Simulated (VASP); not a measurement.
Set up this calculation in VASP 6.6.1, as the native input.

| Item | Value |
| --- | --- |
| Task | relaxation of cell and atoms |
| Functional | PBEsol |
| Potentials or basis | VASP PAW PBE potentials, release 64 (Sb, Pt) |
| Cutoff | 600 eV |
| k mesh | 5 × 5 × 5 |
| Occupations | fermi-dirac, width 0.1 eV |
| Spin | no spin polarisation |
| Dipole correction | no |
| Further INCAR settings | ALGO = Normal; EDIFF = 1e-06; IBRION = 2; EDIFFG = -0.01; NSW = 80; ISIF = 3 |

The structure of Sb2Pt lies in POSCAR:

```
Sb2Pt
1.0
    6.4423000000      0.0000000000      0.0000000000
    0.0000000000      6.4423000000      0.0000000000
    0.0000000000      0.0000000000      6.4423000000
Sb Pt
8 4
Direct
    0.3753000000      0.3753000000      0.3753000000
    0.1247000000      0.6247000000      0.8753000000
    0.8753000000      0.1247000000      0.6247000000
    0.6247000000      0.8753000000      0.1247000000
    0.6247000000      0.6247000000      0.6247000000
    0.8753000000      0.3753000000      0.1247000000
    0.1247000000      0.8753000000      0.3753000000
    0.3753000000      0.1247000000      0.8753000000
    0.0000000000      0.0000000000      0.0000000000
    0.5000000000      0.0000000000      0.5000000000
    0.5000000000      0.5000000000      0.0000000000
    0.0000000000      0.5000000000      0.5000000000
```

These files were run (other wordings do the same):

INCAR

```
PREC = Accurate ; ENCUT = 600
EDIFF = 1E-6 ; ISMEAR = -1
SIGMA = 0.1 ; LREAL = False
LASPH = True ; NELM = 60
ALGO = Normal ; ISIF = 3
LWAVE = False ; LCHARG = False
GGA = PS ; IBRION = 2
NSW = 80 ; EDIFFG = -0.01
```

KPOINTS

```
regular mesh
0
Gamma
  5 5 5
```

Potentials or basis: VASP PAW PBE potentials, release 64 (Sb, Pt).

Launch:

```bash
$ cat potpaw_PBE.64/Sb/POTCAR potpaw_PBE.64/Pt/POTCAR > POTCAR
$ mpirun -np 1 vasp_std > vasp.out
```

Results of the run:

```
Relaxed volume                        : 22.47 Å³/atom
Relaxed cell                          : a = 6.460 Å, b = 6.460 Å, c = 6.460 Å, α = 90.00°, β = 90.00°, γ = 90.00°
Space group after relaxing (to 0.1 Å) : Pa-3 (No. 205)
Energy gained by relaxing             : 1.5 meV/atom
Ionic steps                           : 5
Pressure after relaxing               : 0.0 GPa
Band gap on the k mesh                : zero (bands 40 and 41 overlap by 0.11 eV)
```

Caveat: the PAW data sets were made with another functional, which shifts forces and pressure a little; spin-orbit coupling is left out, which moves the levels of the heavy elements.

Wall time 5.7 min on 1 thread of AMD EPYC 9R45 96-Core Processor (Zen 5), on a shared host, peak memory 0.46 GiB.
